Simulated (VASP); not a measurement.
Here is a VASP 6.6.1 calculation.

The input INCAR:

```
  ALGO = Normal
  EDIFF = 1E-6
  ENCUT = 520
  GGA = RE
  ISIF = 2
  ISMEAR = -1
  LASPH = T
  LCHARG = F
  LREAL = F
  LWAVE = F
  NBANDS = 10
  NELM = 60
  PREC = Accurate
  SIGMA = 0.1
```

File KPOINTS:

```
k-points
0
Gamma
  13 13 7
```

POSCAR

```
Li
1.0
    2.9752109417      0.0000000000      0.0000000000
   -1.4876054708      2.5766082571      0.0000000000
    0.0000000000      0.0000000000      4.8537300846
Li
2
Direct
    0.3333333333      0.6666666667      0.2500000000
    0.6666666667      0.3333333333      0.7500000000
```

Potentials or basis: VASP PAW PBE potentials, release 64 (Li_sv).

Launch:

```bash
$ cat potpaw_PBE.64/Li_sv/POTCAR > POTCAR
$ mpirun -np 1 vasp_std > vasp.out
```

Estimate the band gap on the k mesh.

zero (band 3 reaches 2.66 eV, above the bottom of band 4 at -1.24 eV).
